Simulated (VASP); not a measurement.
# Si8O17 (a cell with a defect) in VASP: notebook

Si8O17 (a cell with a defect) is run at these levels: PBE; tasks: single point.

All numbers are computed with VASP 6.6.1; they aren't measurements. Logs are shortened: lines on timing, memory, paths and dates and some standing lists are left out, and cuts for length are marked.

## 1. The cell of the first run

The cell holds a defect, 25 atoms: a = 8.726 Å, b = 8.726 Å, c = 7.186 Å, α = 65.69°, β = 65.69°, γ = 48.63°.

## 2. Single point, PBE

The input, INCAR:

```
PREC     = Accurate       # precision mode
ENCUT    = 520            # plane-wave cutoff, eV
EDIFF    = 1E-6           # SCF threshold, eV
ISMEAR   = -1             # smearing method
SIGMA    = 0.01           # smearing width, eV
LREAL    = F              # projectors in reciprocal space
LASPH    = T              # aspherical terms in the spheres
NELM     = 120            # most SCF steps
ALGO     = Normal         # electronic algorithm
ISIF     = 2              # what is computed and relaxed
LWAVE    = F              # write WAVECAR
LCHARG   = F              # write CHGCAR
GGA      = PE             # functional
NBANDS   = 85             # bands
NELECT   = 136.0        
GGA_COMPAT= F
```

The input, KPOINTS:

```
Automatic mesh
0
Gamma
  1 1 1
```

The input, POSCAR:

```
Si8O17
1.0
    0.0000000000      5.0813926900      7.0944098900
    5.0813926900      0.0000000000      7.0944098900
    5.0813926900      5.0813926900      0.0000000000
Si O
8 17
Direct
    0.2508946922      0.2230322520      0.4575717105
    0.7452665561      0.7405711898      0.9628326854
    0.0181002403      0.8586812111     -0.0240814746
    0.5726600864      0.1560229302      0.6354352871
    0.4250715236      0.8067035127      0.3875895424
    0.9142381254      0.3186252326      0.8864869037
   -0.0042423095     -0.0032784006      0.3049588834
    0.4951629734      0.4858072705      0.7937443006
    0.1021021137      0.2254033499      0.6942679460
    0.5571699037      0.7539956681      0.1576910058
    0.4889098767      0.3050360734      0.7872750977
    1.0038305953      0.8374224762      0.2352129867
    0.4018671399      0.2555726011      0.5087536845
    0.8958512009      0.7501409508      1.0222172489
    0.1940826671      0.8748846068      0.4101243264
    0.6875414485      0.3801343861      0.8990355968
   -0.0049508684      0.1732805841      0.1036533365
    0.5474607622      0.5875885407      0.5489961227
    0.4240103494     -0.0271474611      0.4349244479
    0.8709989401      0.5368612138      0.8699005612
    0.2804733235      0.6634256200      0.9112104076
    0.7876435901      0.1183020911      0.4779997862
    0.2147370679      0.3927298063      0.2319918387
    0.6237836451      0.9341705993      0.7803447967
    0.0733386239      0.3187197775      0.3170698962
```

Potentials or basis: VASP PAW PBE potentials, release 64 (Si, O).

Run with:

```sh
$ cat potpaw_PBE.64/Si/POTCAR potpaw_PBE.64/O/POTCAR > POTCAR
$ mpirun -np 1 vasp_gam > vasp.out
```

OUTCAR:

```text
PREC = Accurate
   ENCUT = 520
   EDIFF = 1E-6
   ISMEAR = -1
   LREAL = F
   LASPH = T
   NELM = 120
   ISIF = 2
   GGA = PE
   NELECT = 136.0

 ion  position               nearest neighbor table
   1  0.251  0.223  0.458-  23 1.66   9 1.66  19 1.67  13 1.71  25 1.73   5 3.06
   2  0.745  0.741  0.963-  14 1.60  20 1.61  24 1.63  10 1.63   4 3.10   5 3.12   6 3.14
   3  0.018  0.859  0.976-  14 1.71  21 1.73  12 1.75   7 2.96
   4  0.573  0.156  0.635-  13 1.60  24 1.62  22 1.63  11 1.63   8 3.09   2 3.10
   5  0.425  0.807  0.388-  19 1.61  10 1.62  18 1.62  15 1.63   8 3.03   1 3.06   2 3.12
   6  0.914  0.319  0.886-   9 1.60  17 1.62  20 1.64  16 1.64   7 3.10   2 3.14
   7  0.996  0.997  0.305-  12 1.61  17 1.62  22 1.63  15 1.64   3 2.96   6 3.10
   8  0.495  0.486  0.794-  21 1.60  16 1.63  11 1.63  18 1.64   5 3.03   4 3.09
   9  0.102  0.225  0.694-   6 1.60   1 1.66
  10  0.557  0.754  0.158-   5 1.62   2 1.63
  11  0.489  0.305  0.787-   8 1.63   4 1.63
  12  0.004  0.837  0.235-   7 1.61   3 1.75
  13  0.402  0.256  0.509-   4 1.60   1 1.71
  14  0.896  0.750  0.022-   2 1.60   3 1.71
[... 9 lines left out ...]
  24  0.624  0.934  0.780-   4 1.62   2 1.63
  25  0.073  0.319  0.317-  23 1.56   1 1.73

  LATTYP: Found a body centered tetragonal cell.
 ALAT       =     7.1861744579
 C/A-ratio  =     1.9744608015

  Lattice vectors:

 A1 = (  -5.0813926900,   0.0000000000,   7.0944098900)
 A2 = (   5.0813926900,   0.0000000000,   7.0944098900)
 A3 = (   0.0000000000,   5.0813926900,  -7.0944098900)

Analysis of symmetry for initial positions (statically):
=====================================================================
 Subroutine PRICEL returns:
 Original cell was already a primitive cell.

 Routine SETGRP: Setting up the symmetry group for a
 body centered tetragonal supercell.

 Subroutine GETGRP returns: Found  1 space group operations
 (whereof  1 operations were pure point group operations)
 out of a pool of 16 trial point group operations.

The static configuration has the point symmetry C_1 .

Analysis of symmetry for dynamics (positions and initial velocities):
=====================================================================
 Subroutine PRICEL returns:
 Original cell was already a primitive cell.

 Routine SETGRP: Setting up the symmetry group for a
 body centered tetragonal supercell.

 Subroutine GETGRP returns: Found  1 space group operations
 (whereof  1 operations were pure point group operations)
 out of a pool of 16 trial point group operations.

The dynamic configuration has the point symmetry C_1 .

 Subroutine INISYM returns: Found  1 space group operations
 (whereof  1 operations are pure point group operations),
 and found     1 'primitive' translations

----------------------------------------------------------------------------------------

                                     Primitive cell

  volume of cell :     366.3632

  direct lattice vectors                    reciprocal lattice vectors
     0.000000000  5.081392690  7.094409890    -0.098398221  0.098398221  0.070478025
     5.081392690  0.000000000  7.094409890     0.098398221 -0.098398221  0.070478025
     5.081392690  5.081392690  0.000000000     0.098398221  0.098398221 -0.070478025

  length of vectors
     8.726465685  8.726465685  7.186174458     0.155985806  0.155985806  0.155985806

  position of ions in fractional coordinates (direct lattice)
     0.250894692  0.223032252  0.457571710
     0.745266556  0.740571190  0.962832685
     0.018100240  0.858681211  0.975918525
     0.572660086  0.156022930  0.635435287
     0.425071524  0.806703513  0.387589542
     0.914238125  0.318625233  0.886486904
[... 17 lines left out ...]
     0.623783645  0.934170599  0.780344797
     0.073338624  0.318719778  0.317069896

  ion indices of the primitive-cell ions
   primitive index   ion index
                 1           1
                 2           2
                 3           3
                 4           4
                 5           5
                 6           6
[... 17 lines left out ...]
                24          24
                25          25

----------------------------------------------------------------------------------------

 KPOINTS: Automatic mesh

Automatic generation of k-mesh.
 Grid dimensions read from file:
 generate k-points for:    1    1    1

 Generating k-lattice:

  Cartesian coordinates                     Fractional coordinates (reciprocal lattice)
    -0.098398221  0.098398221  0.070478025     1.000000000  0.000000000  0.000000000
     0.098398221 -0.098398221  0.070478025     0.000000000  1.000000000  0.000000000
     0.098398221  0.098398221 -0.070478025    -0.000000000 -0.000000000  1.000000000

  Length of vectors
     0.155985806  0.155985806  0.155985806

  Shift w.r.t. Gamma in fractional coordinates (k-lattice)
     0.000000000  0.000000000  0.000000000

 Subroutine IBZKPT returns following result:
 ===========================================

 Found      1 irreducible k-points:

 Following reciprocal coordinates:
            Coordinates               Weight
  0.000000  0.000000  0.000000      1.000000
   k-points           NKPTS =      1   k-points in BZ     NKDIM =      1   number of bands    NBANDS=     85
   number of dos      NEDOS =    301   number of ions     NIONS =     25
   total plane-waves  NPLWV = 264600
   dimension x,y,z NGX =    70 NGY =   70 NGZ =   54
   dimension x,y,z NGXF=   140 NGYF=  140 NGZF=  108
   ions per type =               8  17
   NGX,Y,Z   is equivalent  to a cutoff of  13.34, 13.34, 12.49 a.u.
   NGXF,Y,Z  is equivalent  to a cutoff of  26.67, 26.67, 24.98 a.u.
 SYSTEM =  unknown system
   PREC   = accura    normal or accurate (medium, high low for compatibility)
   ISTART =      0    job   : 0-new  1-cont  2-samecut
   ICHARG =      2    charge: 1-file 2-atom 10-const
   ISPIN  =      1    spin polarized calculation?
   LNONCOLLINEAR =      F non collinear calculations
   LSORBIT =      F    spin-orbit coupling
   LASPH  =      T    aspherical Exc in radial PAW
   ENCUT  =  520.0 eV  38.22 Ry    6.18 a.u.  16.23 16.23 13.36*2*pi/ulx,y,z
   NELM   =    120;   NELMIN=  2; NELMDL= -5     # of ELM steps
   EDIFF  = 0.1E-05   stopping-criterion for ELM
   LREAL  =      F    real-space projection
   EDIFFG = 0.1E-04   stopping-criterion for IOM
   NSW    =      0    number of steps for IOM
   IBRION =     -1    ionic relax: 0-MD 1-quasi-New 2-CG
   NFREE  =      0    steps in history (QN), initial steepest desc. (CG)
   ISIF   =      2    stress and relaxation
   ISYM   =      2    0-nonsym 1-usesym 2-fastsym
   POTIM  = 0.5000    time-step for ionic-motion
   TEBEG  =    0.0;   TEEND  =   0.0 temperature during run
   PSTRESS=    0.0 pullay stress
   NELECT =     136.0000    total number of electrons
   NUPDOWN=      -1.0000    fix difference up-down
   EMIN   =  10.00;   EMAX   =-10.00  energy-range for DOS
   EFERMI =   0.00;   METHOD = LEGACY
   ISMEAR =    -1;   SIGMA  =   0.01  broadening in eV -4-tet -1-fermi 0-gaus
   EFERMI_NEDOS =   21; number of points for ismear=-14 and -15
   IALGO  =     38    algorithm
   IMIX   =      4    mixing-type and parameters
     AMIX     =   0.40;   BMIX     =  1.00
     AMIX_MAG =   1.60;   BMIX_MAG =  1.00
  volume/ion in A,a.u.               =      14.65        98.89
  Fermi-wavevector in a.u.,A,eV,Ry     =   1.176568  2.223392 18.834727  1.384313
  Thomas-Fermi vector in A             =   2.312930
   LORBIT       =      0    0 simple, 1 ext, 2 COOP (PROOUT), +10 PAW based schemes
   GGA     = PE    functional components
   LHFCALC =     F    Hartree Fock is set to
   AEXX    =    0.0000 exact exchange contribution
   IVDW    =     0    specifies the selected vdW correction
   LEPSILON=     F    determine dielectric tensor
   LRPA    =     F    only Hartree local field effects (RPA)
 non-spin polarized calculation
  energy-cutoff  :      520.00
  volume of cell :      366.36
 maximum number of plane-waves:      4932
 NGX is ok and might be reduce to    70
   NGX = 33   NGY = 33   NGZ = 27

 number of electron     136.0000010 magnetization

 Free energy of the ion-electron system (eV)
  ---------------------------------------------------
  ext. energy  EPLUGINS =         0.00000000
  ---------------------------------------------------
  free energy    TOTEN  =      -183.35882905 eV

  energy without entropy =     -183.35882905  energy(sigma->0) =     -183.35882905

 E-fermi :   2.9772     XC(G=0):  -8.5054

 val. band max:        2.6405717184   @ k =   0.0000   0.0000   0.0000
 cond. band min:       5.6857467412   @ k =   0.0000   0.0000   0.0000
 fundamental gap:      3.0451750228
 Fermi energy:         2.9771595194

 k-point     1 :       0.0000    0.0000    0.0000
  band No.  band energies     occupation
      1     -19.5771      2.00000
      2     -19.2033      2.00000
      3     -18.7415      2.00000
      4     -18.6794      2.00000
      5     -18.6608      2.00000
      6     -18.6392      2.00000
[... 72 lines left out ...]
     79       9.1931      0.00000
     80       9.2537      0.00000
 [bands above 80 left out]

------------------------ aborting loop because EDIFF is reached ----------------------------------------

  FORCE on cell =-STRESS in cart. coord.  units (eV):
  Direction    XX          YY          ZZ          XY          YZ          ZX
  --------------------------------------------------------------------------------------
  -------------------------------------------------------------------------------------
  Total       17.4783856     18.7136163     19.9697223      0.3193834     -5.4033741      0.4183053
  in kB       76.4363798     81.8382837     87.3314797      1.3967257    -23.6300058      1.8293306
  external PRESSURE =      81.8687144 kB  Pullay stress =       0.0000000 kB

 VOLUME and BASIS-vectors are now :
 -----------------------------------------------------------------------------
  energy-cutoff  :      520.00
  volume of cell :      366.36
      direct lattice vectors                 reciprocal lattice vectors
     0.000000000  5.081392690  7.094409890    -0.098398221  0.098398221  0.070478025
     5.081392690  0.000000000  7.094409890     0.098398221 -0.098398221  0.070478025
     5.081392690  5.081392690  0.000000000     0.098398221  0.098398221 -0.070478025

 POSITION                                       TOTAL-FORCE (eV/Angst)
 -----------------------------------------------------------------------------------
      3.45842      3.60000      3.36223         0.037757      0.148546     -0.009353
      8.65566      8.67952     10.54114        -0.025836      0.001079     -0.030094
      9.32232      5.05100      6.22025        -0.020338      0.017050     -0.006304
      4.02171      6.13881      5.16958         0.010759      0.014135      0.007303
      6.06867      4.12945      8.73872        -0.047443      0.004970     -0.019203
      6.12365      9.15019      8.74644         0.007350      0.008908      0.002963
[... 17 lines left out ...]
      8.71213      7.13493     11.05277         0.006724     -0.002233      0.016822
      3.23070      1.98382      2.78142        -0.008526     -0.099776     -0.186856
 -----------------------------------------------------------------------------------
    total drift:                               -0.001778     -0.001089      0.002216

  FREE ENERGIE OF THE ION-ELECTRON SYSTEM (eV)
  ---------------------------------------------------
  free  energy   TOTEN  =      -183.3588290500 eV

  energy  without entropy=     -183.3588290500  energy(sigma->0) =     -183.35882905
```

Wall time 54 s (1 thread of Intel Xeon Platinum 8488C (Sapphire Rapids), shared host); peak memory 0.54 GiB.

What came out:

```
Free energy   : -183.3588 eV
Largest force : 0.221 eV/Å
```

Forces on the atoms (eV/Å):
```
Si   0.038  0.149 -0.009
Si  -0.026  0.001 -0.030
Si  -0.020  0.017 -0.006
Si   0.011  0.014  0.007
Si  -0.047  0.005 -0.019
Si   0.007  0.009  0.003
Si   0.065  0.038  0.035
Si   0.020  0.030 -0.016
O   -0.020 -0.009  0.012
O    0.007  0.004  0.007
O   -0.014 -0.004  0.009
O   -0.032 -0.010 -0.034
O   -0.011 -0.038 -0.032
O    0.010 -0.011  0.034
O   -0.001 -0.011  0.009
O   -0.014  0.005  0.016
O   -0.005 -0.001 -0.013
O    0.009  0.013 -0.014
O    0.037 -0.023  0.018
O    0.009  0.001 -0.012
O    0.013 -0.029  0.000
O   -0.004  0.005 -0.007
O   -0.029 -0.051  0.213
O    0.007 -0.002  0.017
O   -0.009 -0.100 -0.187
```

Caveat: the k points lie up to 0.98 Å⁻¹ apart; the cell carries a net charge on a neutralising background, which shifts energy and pressure; the cell is charged against a uniform background, so pressure and absolute levels hang on convention.

## 3. Single point, PBE

The input, INCAR:

```
ALGO = Normal
EDIFF = 1E-6
ENCUT = 520
GGA = PE
GGA_COMPAT = F
ISIF = 2
ISMEAR = -1
LASPH = T
LCHARG = F
LREAL = F
LWAVE = F
NBANDS = 85
NELM = 120
PREC = Accurate
SIGMA = 0.01
```

The input, KPOINTS:

```
k-points
0
Gamma
  1 1 1
```

The input, POSCAR:

```
Si8O17
1.0
    0.0000000000      5.0813926900      7.0944098900
    5.0813926900      0.0000000000      7.0944098900
    5.0813926900      5.0813926900      0.0000000000
Si O
8 17
Direct
    0.2615217448      0.2605155081      0.4435215597
    0.7292670018      0.7566228858      0.9236242171
    0.1100712094      0.6731383826      0.1370771604
    0.5704326390      0.1889214422      0.6170622874
    0.4331139651      0.8458695824      0.3674829357
    0.9131762079      0.3265239597      0.8560155649
    0.0014538589      0.0203665458      0.2994758138
    0.5053731448      0.4982979175      0.7830068941
    0.1129666259      0.2364394649      0.6654973998
    0.6006963969      0.7470673881      0.1623963224
    0.4542813984      0.3660512390      0.7469267352
    1.0325089415      0.8197550206      0.2854127291
    0.4151651011      0.2935262108      0.4649556883
    0.9619045895      0.6973027911      0.8943592097
    0.2019457007      0.9278799557      0.3771434927
    0.7339171871      0.3234766673      0.8442199719
   -0.0115709261      0.1824942510      0.0761870425
    0.5135171686      0.6674285453      0.5746966573
    0.4144727139      0.0468904374      0.3564800045
    0.8043549710      0.5713684397      0.8317555529
    0.3298611061      0.6162141860      0.9757643122
    0.7944211972      0.1381604572      0.4744184385
    0.1222648453      0.4644773450      0.2760020363
    0.5898489315      0.9821066560      0.7779982770
   -0.0861682404     -0.1634631852      1.0102750978
```

Potentials or basis: VASP PAW PBE potentials, release 64 (Si, O).

Run with:

```sh
$ cat potpaw_PBE.64/Si/POTCAR potpaw_PBE.64/O/POTCAR > POTCAR
$ mpirun -np 1 vasp_gam > vasp.out
```

Run time: 48 s. Hardware: 1 thread of Intel Xeon Platinum 8488C (Sapphire Rapids), shared host; peak memory 0.52 GiB.

Results (log left out):

```yaml
Free_energy: -192.8416 eV
Pressure: 1.1 GPa
Largest_force: 0.172 eV/Å
```

Forces in eV/Å, atoms in the order of the input:
```
Si  -0.013 -0.010 -0.009
Si  -0.004 -0.033 -0.042
Si   0.014  0.025  0.003
Si   0.013 -0.007  0.003
Si  -0.017  0.023 -0.003
Si  -0.023  0.027  0.007
Si   0.026  0.022  0.012
Si   0.015  0.001  0.005
O    0.005 -0.008  0.010
O    0.007 -0.008  0.007
O   -0.003  0.001  0.003
O    0.000 -0.005  0.010
O   -0.001  0.002 -0.003
O   -0.159 -0.026 -0.047
O   -0.011 -0.003  0.009
O    0.004 -0.005 -0.001
O    0.000 -0.006 -0.011
O    0.002 -0.004 -0.012
O    0.005 -0.003 -0.008
O    0.000  0.013 -0.008
O   -0.006 -0.004 -0.006
O   -0.004 -0.006 -0.013
O   -0.001  0.005  0.000
O   -0.002  0.004  0.014
O    0.153  0.004  0.079
```

Stress tensor (GPa, compression positive):
```
0.47 1.11 2.23
1.11 1.32 2.73
2.23 2.73 1.42
```

Levels at points of the mesh, in eV from the Fermi level:
```tsv
k point	band 63	band 64	band 65	band 66	band 67	band 68	band 69	band 70	band 71	band 72
(0.00, 0.00, 0.00)	-1.44	-1.34	-1.22	-1.15	-0.33	4.24	4.56	7.49	7.67	7.78
```

Caveat: the k points lie up to 0.98 Å⁻¹ apart.
